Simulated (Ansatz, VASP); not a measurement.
# C: VASP beside Ansatz

File INCAR:

```
SYSTEM = C
PREC     = Accurate       ! precision mode
ENCUT    = 520            ! plane-wave cutoff, eV
EDIFF    = 1E-7           ! SCF threshold, eV
ISMEAR   = 0              ! smearing method
SIGMA    = 0.05           ! smearing width, eV
LREAL    = .False.        ! projectors in reciprocal space
LASPH    = .True.         ! aspherical terms in the spheres
NELM     = 60             ! most SCF steps
ALGO     = Normal         ! electronic algorithm
ISIF     = 2              ! what is computed and relaxed
LWAVE    = .False.        ! write WAVECAR
LCHARG   = .True.         ! write CHGCAR
GGA      = PE             ! functional
IVDW     = 12             ! dispersion correction
LELF     = .True.         ! ELF
LVHAR    = .True.       
NBANDS   = 31             ! bands
```

File KPOINTS:

```
Automatic mesh
0
Gamma
  7 11 3
  0 0 0
```

The input POSCAR:

```
C
1.0
    0.0000000000      1.4231666446     -3.3613878322
   -2.4649969361      0.0000000000      0.0000000000
    2.6704133475     10.0807637328      1.4005782634
C
10
Direct
    0.0613125087      0.5388580869      0.8666382341
    0.7279791754      0.6721914203      0.0666382341
    0.8113125087      0.3888580869      0.2666382341
   -0.1053541580      1.1055247536      0.4666382341
   -0.0220208246      0.8221914203      0.6666382341
    0.7553541580      0.2444752464      0.1333617659
   -0.1613125087      0.9611419131      0.3333617659
   -0.0779791754      0.6778085797      0.5333617659
    0.0053541580      1.3944752464      0.7333617659
    0.0886874913      1.1111419131      0.9333617659
```

Input for Ansatz:

```yaml
crystal:
  lattice:
    - [0.0, 1.4231666446, -3.3613878322]
    - [-2.4649969361, 0.0, 0.0]
    - [2.6704133475, 10.0807637328, 1.4005782634]
  atoms:
    - { symbol: C, position: [0.0613125087, 0.5388580869, 0.8666382341] }
    - { symbol: C, position: [0.7279791754, 0.6721914203, 0.0666382341] }
    - { symbol: C, position: [0.8113125087, 0.3888580869, 0.2666382341] }
    - { symbol: C, position: [-0.105354158, 1.1055247536, 0.4666382341] }
    - { symbol: C, position: [-0.0220208246, 0.8221914203, 0.6666382341] }
    - { symbol: C, position: [0.755354158, 0.2444752464, 0.1333617659] }
    - { symbol: C, position: [-0.1613125087, 0.9611419131, 0.3333617659] }
    - { symbol: C, position: [-0.0779791754, 0.6778085797, 0.5333617659] }
    - { symbol: C, position: [0.005354158, 1.3944752464, 0.7333617659] }
    - { symbol: C, position: [0.0886874913, 1.1111419131, 0.9333617659] }
basis:
  ecutwfc: 520.0
kpoints:
  mp_grid: { grid: [7, 11, 3] }
hamiltonian:
  xc: pbe
  dispersion: d3bj
scf:
  occupations: { method: gaussian, width: 0.05 }
output:
  forces: true
  stress: true
  eigenvalues: true
```

Alike in both runs: task single point; functional PBE; dispersion D3(BJ); k mesh 7 × 11 × 3; occupations gaussian, width 0.05 eV; no spin polarisation.

```csv
,VASP,Ansatz
version,VASP 6.6.1,Ansatz 0.2.0
potentials or method,"VASP PAW PBE potentials, release 64 (C), cutoff 520 eV","scalar-relativistic, plane waves, PAW"
valence electrons in the cell,40,40
```

|  | VASP | Ansatz | Ansatz less VASP |
| --- | --- | --- | --- |
| gap on the k mesh at the Fermi level (eV) | none | none | - |
| pressure (GPa) | 4.4 | 3.9 | -0.42 |
| traceless stress, the component that is largest in VASP (GPa) | 7.52 | 7.53 | +0.011 |
| rms of the force components (eV/Å) | 0.951 | 0.955 | +0.0039 |

Atom by atom the forces differ by 0.010 eV/Å (rms over components). A gap of «none» marks a metal or a gap that the smearing closes. Ansatz's warnings: dispersion switch in reach.
